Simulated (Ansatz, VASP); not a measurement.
## Two plane-wave programs on ZnS

The input INCAR:

```
SYSTEM = ZnS
ALGO = Normal
EDIFF = 1E-7
ENCUT = 520
GGA = PE
ISIF = 2
ISMEAR = 0
LASPH = .True.
LCHARG = .False.
LREAL = .False.
LWAVE = .False.
NBANDS = 46
NELM = 100
PREC = Accurate
SIGMA = 0.05
```

File KPOINTS:

```
k-points
0
Gamma
  12 12 2
  0 0 0
```

Contents of POSCAR:

```
ZnS
1.0
    3.8467234434      0.0000000000      0.0000000000
   -1.9233617217      3.3313602233      0.0000000000
    0.0000000000      0.0000000000     12.4013716485
Zn S
4 4
Direct
    0.0000000000      0.0000000000      0.0000503469
    0.0000000000      0.0000000000      0.5000503469
    0.3333333333      0.6666666667      0.2500245137
    0.6666666667      0.3333333333      0.7500245137
    0.0000000000      0.0000000000      0.1872896978
    0.0000000000      0.0000000000      0.6872896978
    0.3333333333      0.6666666667      0.4376354415
    0.6666666667      0.3333333333      0.9376354415
```

Input for Ansatz:

```yaml
crystal:
  lattice:
    - [3.8467234434, 0.0, 0.0]
    - [-1.9233617217, 3.3313602233, 0.0]
    - [0.0, 0.0, 12.4013716485]
  atoms:
    - { symbol: Zn, position: [0.0, 0.0, 5.03469e-05] }
    - { symbol: Zn, position: [0.0, 0.0, 0.5000503469] }
    - { symbol: Zn, position: [0.3333333333, 0.6666666667, 0.2500245137] }
    - { symbol: Zn, position: [0.6666666667, 0.3333333333, 0.7500245137] }
    - { symbol: S, position: [0.0, 0.0, 0.1872896978] }
    - { symbol: S, position: [0.0, 0.0, 0.6872896978] }
    - { symbol: S, position: [0.3333333333, 0.6666666667, 0.4376354415] }
    - { symbol: S, position: [0.6666666667, 0.3333333333, 0.9376354415] }
basis:
  ecutwfc: 420
kpoints:
  mp_grid: { grid: [12, 12, 2] }
hamiltonian:
  xc: pbe
scf:
  occupations: { method: gaussian, width: 0.05 }
output:
  forces: true
  stress: true
  eigenvalues: true
```

Change from the starting cell: strain +0.000 along x and y, -0.015 along z, atoms carried along.

Alike in both runs: task single point; functional PBE; k mesh 12 × 12 × 2; occupations gaussian, width 0.05 eV; no spin polarisation.

```csv
,VASP,Ansatz
version,VASP 6.6.1,Ansatz 0.2.0
potentials or method,"VASP PAW PBE potentials, release 64 (Zn, S), cutoff 520 eV","scalar-relativistic, plane waves, PAW"
valence electrons in the cell,72,72
```

Ansatz gave:

| Quantity | Value |
| --- | --- |
| gap on the k mesh at the Fermi level (eV) | 2.13 |
| least direct gap on the mesh (eV) | 2.13 |
| pressure (GPa) | 1.1 |
| traceless stress, the component that is largest in VASP (GPa) | 1.39 |
| rms of the force components (eV/Å) | 0.055 |

Question: What did VASP give for the same quantities?

Answer: gap on the k mesh at the Fermi level (eV): 2.13; least direct gap on the mesh (eV): 2.13; pressure (GPa): 1.3; traceless stress, the component that is largest in VASP (GPa): 1.40; rms of the force components (eV/Å): 0.056.

Atom by atom the forces differ by 0.001 eV/Å (rms over components).
